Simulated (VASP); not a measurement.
Crystal: ZrSi3.

```
Zr Si
1.0
     3.91277    0.00000    0.00000
    -1.95638    3.38856    0.00000
     0.00000    0.00000    5.66844
Zr Si
1 3
Direct
  0.00000 0.00000 0.50000
  0.50000 0.00000 0.00000
  0.00000 0.50000 0.00000
  0.50000 0.50000 0.00000
```

| Item | Value |
| --- | --- |
| Program | VASP 6.6.1 |
| Task | relaxation of cell and atoms |
| Functional | PBE |
| Potentials or basis | VASP PAW PBE potentials, release 64 (Zr_sv, Si) |
| Cutoff | 600 eV |
| k mesh | 6 × 6 × 4 |
| Occupations | gaussian, width 0.1 eV |
| Spin | no spin polarisation |

At the start: pressure 47.3 GPa; volume 18.79 Å³/atom.

Question: Where does the relaxation end?

Answer: Over 26 steps the energy falls by 2779.0 meV/atom and the volume is 15.80 Å³/atom (-15.9 %); space group P6/mmm (No. 191, to 0.05 Å).

Step by step:
| step | energy change (eV) | largest force (eV/Å) | pressure (GPa) | volume (Å³) |
| --- | --- | --- | --- | --- |
| 1 | 0.0000 | 0.0000 | 47.25 | 75.16 |
| 2 | -3.9905 | 0.0000 | -14.10 | 141.53 |
| 3 | -6.2737 | 0.0000 | -9.21 | 106.48 |
| 4 | -6.2772 | 0.0000 | -8.72 | 105.58 |
| 5 | -6.2752 | 0.0000 | -8.21 | 104.73 |
| 6 | -8.2484 | 0.0000 | -9.01 | 90.67 |
| 7 | -6.7034 | 0.0000 | 79.35 | 46.22 |
| 8 | -9.6335 | 0.0000 | -7.92 | 80.17 |
| 9 | -10.8087 | 0.0000 | 4.76 | 63.44 |
| 10 | -10.8091 | 0.0000 | 3.39 | 64.30 |
| 11 | -10.8781 | 0.0000 | -3.47 | 67.15 |
| 12 | -10.8692 | 0.0000 | -8.59 | 69.85 |
| 13 | -10.8954 | 0.0000 | -5.53 | 68.08 |
| 14 | -10.8967 | 0.0000 | -6.33 | 68.50 |
| 15 | -10.9115 | 0.0000 | -7.02 | 68.75 |
| 16 | -10.9168 | 0.0000 | -7.59 | 68.97 |
| 17 | -10.9470 | 0.0000 | -6.91 | 68.38 |
| 18 | -11.0208 | 0.0000 | -4.71 | 66.62 |
| 19 | -11.0902 | 0.0000 | 0.35 | 63.18 |
| 20 | -11.0911 | 0.0000 | 1.08 | 62.75 |
| 21 | -11.0961 | 0.0000 | 1.01 | 62.75 |
| 22 | -11.1088 | 0.0000 | 1.12 | 62.73 |
| 23 | -11.1048 | 0.0000 | 1.22 | 62.66 |
| 24 | -11.1141 | 0.0000 | 1.14 | 62.71 |
| 25 | -11.1142 | 0.0000 | 1.14 | 62.70 |
| 26 | -11.1162 | 0.0000 | 0.12 | 63.21 |

Final structure:
```xyz
4
Lattice="5.0872 0.0000 0.0000 -2.5436 4.4056 0.0000 0.0000 0.0000 2.8203" Properties=species:S:1:pos:R:3 pbc="T T T"
Zr    0.0000    0.0000    1.4101
Si    2.5436    0.0000    0.0000
Si   -1.2718    2.2028    0.0000
Si    1.2718    2.2028    0.0000
```

Caveat: the volume moved by over 15 % at a fixed basis, so the end points are rough.
